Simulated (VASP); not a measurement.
Wanted: the native input for a VASP 6.6.1 run.

```yaml
Task: single point
Functional: PBE
Potentials_or_basis: VASP PAW PBE potentials, release 64 (W_sv, C)
Cutoff: 600 eV
k_mesh: 11 × 11 × 10
Occupations: methfessel-paxton, width 0.1 eV
Spin: no spin polarisation
Dipole_correction: no
Further_INCAR_settings: ALGO = Normal; EDIFF = 1e-06; NBANDS = 16
```

The structure of WC lies in POSCAR:

```
WC
1.0
    2.9065000000      0.0000000000      0.0000000000
   -1.4532500000      2.5171028400      0.0000000000
    0.0000000000      0.0000000000      2.8366000000
W C
1 1
Direct
    0.0000000000      0.0000000000      0.0000000000
    0.6666666667      0.3333333333      0.5000000000
```

One way to write it, as run:

INCAR

```
PREC = Accurate
ENCUT = 600
EDIFF = 1E-6
ISMEAR = 1
SIGMA = 0.1
LREAL = False
LASPH = True
NELM = 120
ALGO = Normal
ISIF = 2
LWAVE = False
LCHARG = True
GGA = PE
LELF = True
LVHAR = True
NBANDS = 16
GGA_COMPAT = False
```

KPOINTS

```
regular mesh
0
Gamma
  11 11 10
```

Potentials or basis: VASP PAW PBE potentials, release 64 (W_sv, C).

The run is started by

```sh
$ cat potpaw_PBE.64/W_sv/POTCAR potpaw_PBE.64/C/POTCAR > POTCAR
$ mpirun -np 1 vasp_std > vasp.out
```

Results of the run:

```yaml
Pressure: 6.7 GPa
Band_gap_on_the_k_mesh: zero (bands 9 and 10 overlap by 1.23 eV)
```

Caveat: the cell stands under pressure; spin-orbit coupling is left out, which moves the levels of the heavy elements.

It took 12 s on 1 thread of Intel(R) Xeon(R) 6975P-C (Granite Rapids), with other jobs on the host, peak memory 0.16 GiB.
